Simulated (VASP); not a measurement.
# GeN (P6/mmm) in VASP: single point with PBE

Aim: the single point of GeN with PBE.

Program: VASP 6.6.1. These are calculated values, not measurements. Logs are shortened: lines on timing, memory, paths and dates and some standing lists are left out, and cuts for length are marked.

### 1 The cell of the first run

Symmetry: P6/mmm, No. 191, hexagonal system. The conventional cell has a = 3.490 Å, b = 3.490 Å, c = 3.500 Å, α = 90.00°, β = 90.00°, γ = 120.00°. Within 2.3 Å of Ge (site symmetry 6/mmm) lie 2 N at 1.75 Å. N (site symmetry 6/mmm) has 2 Ge at 1.75 Å within 2.3 Å.

The cell was built from a structure type or drawn by symmetry, and may not be a known phase.

### 2 Single point, PBE

Contents of INCAR:

```
SYSTEM = GeN
PREC = Accurate
ENCUT = 600
EDIFF = 1E-6
ISMEAR = 0
SIGMA = 0.2
LREAL = .False.
LASPH = .True.
NELM = 120
ALGO = Normal
ISIF = 2
LWAVE = .False.
LCHARG = .True.
GGA = PE
LELF = .True.
LVHAR = .True.
NBANDS = 16
GGA_COMPAT = .False.
```

Contents of KPOINTS:

```
regular mesh
0
Gamma
  7 7 5
  0 0 0
```

Contents of POSCAR:

```
GeN
1.0
    3.4896047931      0.0000000000      0.0000000000
   -1.7448023966      3.0220864000      0.0000000000
    0.0000000000      0.0000000000      3.5003765280
Ge N
1 1
Direct
    0.0000000000      0.0000000000      0.0615449226
    0.0000000000      0.0000000000      0.5615732974
```

Potentials or basis: VASP PAW PBE potentials, release 64 (Ge_d, N).

Command:

```sh
> cat potpaw_PBE.64/Ge_d/POTCAR potpaw_PBE.64/N/POTCAR > POTCAR
> mpirun -np 1 vasp_std > vasp.out
```

OUTCAR:

```text
SYSTEM = GeN
   PREC = Accurate
   ENCUT = 600
   EDIFF = 1E-6
   ISMEAR = 0
   LREAL = .False.
   LASPH = .True.
   NELM = 120
   ISIF = 2
   GGA = PE

 ion  position               nearest neighbor table
   1  0.000  0.000  0.062-   2 1.75   2 1.75
   2  0.000  0.000  0.562-   1 1.75   1 1.75

  LATTYP: Found a hexagonal cell.
 ALAT       =     3.4896047931
 C/A-ratio  =     1.0030868065

  Lattice vectors:

 A1 = (   3.4896047931,   0.0000000000,   0.0000000000)
 A2 = (  -1.7448023966,   3.0220864000,   0.0000000000)
 A3 = (   0.0000000000,   0.0000000000,   3.5003765280)

Analysis of symmetry for initial positions (statically):
=====================================================================
 Subroutine PRICEL returns:
 Original cell was already a primitive cell.

 Routine SETGRP: Setting up the symmetry group for a
 hexagonal supercell.

 Subroutine GETGRP returns: Found 12 space group operations
 (whereof 12 operations were pure point group operations)
 out of a pool of 24 trial point group operations.

The static configuration has the point symmetry C_6v.

Analysis of symmetry for dynamics (positions and initial velocities):
=====================================================================
 Subroutine PRICEL returns:
 Original cell was already a primitive cell.

 Routine SETGRP: Setting up the symmetry group for a
 hexagonal supercell.

 Subroutine GETGRP returns: Found 12 space group operations
 (whereof 12 operations were pure point group operations)
 out of a pool of 24 trial point group operations.

The dynamic configuration has the point symmetry C_6v.

 Subroutine INISYM returns: Found 12 space group operations
 (whereof 12 operations are pure point group operations),
 and found     1 'primitive' translations

----------------------------------------------------------------------------------------

                                     Primitive cell

  volume of cell :      36.9146

  direct lattice vectors                    reciprocal lattice vectors
     3.489604793  0.000000000  0.000000000     0.286565402  0.165448612  0.000000000
    -1.744802397  3.022086400  0.000000000     0.000000000  0.330897224  0.000000000
     0.000000000  0.000000000  3.500376528     0.000000000  0.000000000  0.285683552

  length of vectors
     3.489604793  3.489604793  3.500376528     0.330897224  0.330897224  0.285683552

  position of ions in fractional coordinates (direct lattice)
     0.000000000  0.000000000  0.061544923
     0.000000000  0.000000000  0.561573297

  ion indices of the primitive-cell ions
   primitive index   ion index
                 1           1
                 2           2

----------------------------------------------------------------------------------------

 KPOINTS: regular mesh

Automatic generation of k-mesh.
 Grid dimensions read from file:
 generate k-points for:    7    7    5

 Generating k-lattice:

  Cartesian coordinates                     Fractional coordinates (reciprocal lattice)
     0.040937915  0.023635516  0.000000000     0.142857143  0.000000000  0.000000000
     0.000000000  0.047271032  0.000000000     0.000000000  0.142857143  0.000000000
     0.000000000  0.000000000  0.057136710     0.000000000  0.000000000  0.200000000

  Length of vectors
     0.047271032  0.047271032  0.057136710

  Shift w.r.t. Gamma in fractional coordinates (k-lattice)
     0.000000000  0.000000000  0.000000000

 Subroutine IBZKPT returns following result:
 ===========================================

 Found     24 irreducible k-points:

 Following reciprocal coordinates:
            Coordinates               Weight
  0.000000  0.000000  0.000000      1.000000
  0.142857  0.000000  0.000000      6.000000
  0.285714  0.000000  0.000000      6.000000
  0.428571  0.000000  0.000000      6.000000
  0.142857  0.142857  0.000000      6.000000
  0.285714  0.142857  0.000000     12.000000
[... 16 lines left out ...]
  0.428571  0.142857  0.400000     12.000000
  0.285714  0.285714  0.400000     12.000000
   k-points           NKPTS =     24   k-points in BZ     NKDIM =     24   number of bands    NBANDS=     16
   number of dos      NEDOS =    301   number of ions     NIONS =      2
   total plane-waves  NPLWV =  21952
   dimension x,y,z NGX =    28 NGY =   28 NGZ =   28
   dimension x,y,z NGXF=    56 NGYF=   56 NGZF=   56
   ions per type =               1   1
   NGX,Y,Z   is equivalent  to a cutoff of  13.34, 13.34, 13.30 a.u.
   NGXF,Y,Z  is equivalent  to a cutoff of  26.68, 26.68, 26.60 a.u.
 SYSTEM =  GeN
   PREC   = accura    normal or accurate (medium, high low for compatibility)
   ISTART =      0    job   : 0-new  1-cont  2-samecut
   ICHARG =      2    charge: 1-file 2-atom 10-const
   ISPIN  =      1    spin polarized calculation?
   LNONCOLLINEAR =      F non collinear calculations
   LSORBIT =      F    spin-orbit coupling
   LASPH  =      T    aspherical Exc in radial PAW
   ENCUT  =  600.0 eV  44.10 Ry    6.64 a.u.   6.97  6.97  6.99*2*pi/ulx,y,z
   NELM   =    120;   NELMIN=  2; NELMDL= -5     # of ELM steps
   EDIFF  = 0.1E-05   stopping-criterion for ELM
   LREAL  =      F    real-space projection
   EDIFFG = 0.1E-04   stopping-criterion for IOM
   NSW    =      0    number of steps for IOM
   IBRION =     -1    ionic relax: 0-MD 1-quasi-New 2-CG
   NFREE  =      0    steps in history (QN), initial steepest desc. (CG)
   ISIF   =      2    stress and relaxation
   ISYM   =      2    0-nonsym 1-usesym 2-fastsym
   POTIM  = 0.5000    time-step for ionic-motion
   TEBEG  =    0.0;   TEEND  =   0.0 temperature during run
   PSTRESS=    0.0 pullay stress
   NELECT =      19.0000    total number of electrons
   NUPDOWN=      -1.0000    fix difference up-down
   EMIN   =  10.00;   EMAX   =-10.00  energy-range for DOS
   EFERMI =   0.00;   METHOD = LEGACY
   ISMEAR =     0;   SIGMA  =   0.20  broadening in eV -4-tet -1-fermi 0-gaus
   EFERMI_NEDOS =   21; number of points for ismear=-14 and -15
   IALGO  =     38    algorithm
   IMIX   =      4    mixing-type and parameters
     AMIX     =   0.40;   BMIX     =  1.00
     AMIX_MAG =   1.60;   BMIX_MAG =  1.00
  volume/ion in A,a.u.               =      18.46       124.56
  Fermi-wavevector in a.u.,A,eV,Ry     =   1.311979  2.479280 23.419541  1.721288
  Thomas-Fermi vector in A             =   2.442403
   LORBIT       =      0    0 simple, 1 ext, 2 COOP (PROOUT), +10 PAW based schemes
   GGA     = PE    functional components
   LHFCALC =     F    Hartree Fock is set to
   AEXX    =    0.0000 exact exchange contribution
   IVDW    =     0    specifies the selected vdW correction
   LEPSILON=     F    determine dielectric tensor
   LRPA    =     F    only Hartree local field effects (RPA)
 non-spin polarized calculation
 Gauss-broadening in eV      SIGMA  =   0.20
  energy-cutoff  :      600.00
  volume of cell :       36.91
 maximum number of plane-waves:      1243
 NGX is ok and might be reduce to    28
   NGX = 13   NGY = 13   NGZ = 13

 number of electron      19.0000007 magnetization

 Free energy of the ion-electron system (eV)
  ---------------------------------------------------
  ext. energy  EPLUGINS =         0.00000000
  ---------------------------------------------------
  free energy    TOTEN  =       -10.11442733 eV

  energy without entropy =      -10.08864338  energy(sigma->0) =      -10.10153535

 E-fermi :   2.4155     XC(G=0):  -9.4085

 val. band max:        2.3480876621   @ k =   0.2857   0.1429   0.4000
 cond. band min:       2.4183654440   @ k =   0.2857   0.2857   0.4000
 fundamental gap:      0.0702777819
 Fermi energy:         2.4154812525

 k-point     1 :       0.0000    0.0000    0.0000
  band No.  band energies     occupation
      1     -22.6157      2.00000
      2     -22.4100      2.00000
      3     -22.4100      2.00000
      4     -22.2587      2.00000
      5     -22.2587      2.00000
      6     -13.0171      2.00000
[... 8 lines left out ...]
     15      13.4617      0.00000
     16      14.2641      0.00000

 k-point     2 :       0.1429    0.0000    0.0000
  band No.  band energies     occupation
      1     -22.6143      2.00000
      2     -22.4102      2.00000
      3     -22.4065      2.00000
      4     -22.2601      2.00000
      5     -22.2591      2.00000
      6     -12.9166      2.00000
[... 8 lines left out ...]
     15      14.0857      0.00000
     16      14.5793      0.00000

 k-point     3 :       0.2857    0.0000    0.0000
  band No.  band energies     occupation
      1     -22.6111      2.00000
      2     -22.4108      2.00000
      3     -22.3987      2.00000
      4     -22.2633      2.00000
      5     -22.2599      2.00000
      6     -12.6768      2.00000
[... 8 lines left out ...]
     15      14.1740      0.00000
     16      17.1240      0.00000

 k-point     4 :       0.4286    0.0000    0.0000
  band No.  band energies     occupation
      1     -22.6086      2.00000
      2     -22.4112      2.00000
      3     -22.3924      2.00000
      4     -22.2658      2.00000
      5     -22.2605      2.00000
      6     -12.4679      2.00000
[... 8 lines left out ...]
     15      16.3622      0.00000
     16      17.9136      0.00000

 k-point     5 :       0.1429    0.1429    0.0000
  band No.  band energies     occupation
      1     -22.6120      2.00000
      2     -22.4099      2.00000
      3     -22.4015      2.00000
      4     -22.2622      2.00000
      5     -22.2598      2.00000
      6     -12.7457      2.00000
[... 8 lines left out ...]
     15      13.8426      0.00000
     16      16.3668      0.00000

 k-point     6 :       0.2857    0.1429    0.0000
  band No.  band energies     occupation
      1     -22.6091      2.00000
      2     -22.4090      2.00000
      3     -22.3959      2.00000
      4     -22.2646      2.00000
      5     -22.2610      2.00000
      6     -12.5175      2.00000
[... 8 lines left out ...]
     15      14.5178      0.00000
     16      17.0421      0.00000

 k-point     7 :       0.4286    0.1429    0.0000
  band No.  band energies     occupation
      1     -22.6079      2.00000
      2     -22.4086      2.00000
      3     -22.3934      2.00000
      4     -22.2657      2.00000
      5     -22.2615      2.00000
      6     -12.4097      2.00000
[... 8 lines left out ...]
     15      16.2948      0.00000
     16      16.4375      0.00000

 k-point     8 :       0.2857    0.2857    0.0000
  band No.  band energies     occupation
      1     -22.6075      2.00000
      2     -22.4040      2.00000
      3     -22.3973      2.00000
      4     -22.2647      2.00000
      5     -22.2628      2.00000
      6     -12.3852      2.00000
[... 8 lines left out ...]
     15      14.5992      0.00000
     16      15.3802      0.00000

 k-point     9 :       0.0000    0.0000    0.2000
  band No.  band energies     occupation
      1     -22.5774      2.00000
      2     -22.4098      2.00000
      3     -22.4098      2.00000
      4     -22.2651      2.00000
      5     -22.2651      2.00000
      6     -12.8037      2.00000
[... 8 lines left out ...]
     15      13.8742      0.00000
     16      13.8742      0.00000
[... 172 lines left out ...]
 k-point    19 :       0.2857    0.0000    0.4000
  band No.  band energies     occupation
      1     -22.5102      2.00000
      2     -22.4100      2.00000
      3     -22.3982      2.00000
      4     -22.2811      2.00000
      5     -22.2768      2.00000
      6     -12.1125      2.00000
[... 8 lines left out ...]
     15      14.9730      0.00000
     16      16.5410      0.00000

 k-point    20 :       0.4286    0.0000    0.4000
  band No.  band energies     occupation
      1     -22.5078      2.00000
      2     -22.4102      2.00000
      3     -22.3919      2.00000
      4     -22.2842      2.00000
      5     -22.2775      2.00000
      6     -11.9853      2.00000
[... 8 lines left out ...]
     15      13.8748      0.00000
     16      16.9120      0.00000

 k-point    21 :       0.1429    0.1429    0.4000
  band No.  band energies     occupation
      1     -22.5110      2.00000
      2     -22.4093      2.00000
      3     -22.4010      2.00000
      4     -22.2797      2.00000
      5     -22.2767      2.00000
      6     -12.1555      2.00000
[... 8 lines left out ...]
     15      15.3269      0.00000
     16      15.6854      0.00000

 k-point    22 :       0.2857    0.1429    0.4000
  band No.  band energies     occupation
      1     -22.5082      2.00000
      2     -22.4083      2.00000
      3     -22.3954      2.00000
      4     -22.2828      2.00000
      5     -22.2781      2.00000
      6     -12.0146      2.00000
[... 8 lines left out ...]
     15      14.5508      0.00000
     16      16.4736      0.00000

 k-point    23 :       0.4286    0.1429    0.4000
  band No.  band energies     occupation
      1     -22.5069      2.00000
      2     -22.4077      2.00000
      3     -22.3930      2.00000
      4     -22.2841      2.00000
      5     -22.2787      2.00000
      6     -11.9500      2.00000
[... 8 lines left out ...]
     15      13.6627      0.00000
     16      16.6675      0.00000

 k-point    24 :       0.2857    0.2857    0.4000
  band No.  band energies     occupation
      1     -22.5064      2.00000
      2     -22.4035      2.00000
      3     -22.3968      2.00000
      4     -22.2829      2.00000
      5     -22.2805      2.00000
      6     -11.9347      2.00000
[... 8 lines left out ...]
     15      15.8479      0.00000
     16      16.0760      0.00000

------------------------ aborting loop because EDIFF is reached ----------------------------------------

  FORCE on cell =-STRESS in cart. coord.  units (eV):
  Direction    XX          YY          ZZ          XY          YZ          ZX
  --------------------------------------------------------------------------------------
  -------------------------------------------------------------------------------------
  Total        0.1398679      0.1398679     -0.2711845     -0.0000000      0.0000000      0.0000000
  in kB        6.0705860      6.0705860    -11.7700310     -0.0000000      0.0000000      0.0000000
  external PRESSURE =       0.1237137 kB  Pullay stress =       0.0000000 kB

 VOLUME and BASIS-vectors are now :
 -----------------------------------------------------------------------------
  energy-cutoff  :      600.00
  volume of cell :       36.91
      direct lattice vectors                 reciprocal lattice vectors
     3.489604793  0.000000000  0.000000000     0.286565402  0.165448612  0.000000000
    -1.744802397  3.022086400  0.000000000     0.000000000  0.330897224  0.000000000
     0.000000000  0.000000000  3.500376528     0.000000000  0.000000000  0.285683552

 POSITION                                       TOTAL-FORCE (eV/Angst)
 -----------------------------------------------------------------------------------
      0.00000      0.00000      0.21543         0.000000     -0.000000      0.003374
      0.00000      0.00000      1.96572        -0.000000      0.000000     -0.003374
 -----------------------------------------------------------------------------------
    total drift:                               -0.000000     -0.000000     -0.000038

  FREE ENERGIE OF THE ION-ELECTRON SYSTEM (eV)
  ---------------------------------------------------
  free  energy   TOTEN  =       -10.1144273269 eV

  energy  without entropy=      -10.0886433817  energy(sigma->0) =      -10.10153535
```

Wall time 24 s (1 thread of Intel Xeon 8259CL, shared host); peak memory 0.16 GiB.

What came out:

| Property | Result |
| --- | --- |
| Free energy | -10.1144 eV |
| Pressure | 0.0 GPa |
| Largest force | 0.003 eV/Å |
| Band gap on the k mesh | zero (an odd number of electrons rules out a gap without spin polarisation) |

Forces on the atoms (eV/Å):
```
Ge   0.000  0.000  0.003
N    0.000  0.000 -0.003
```
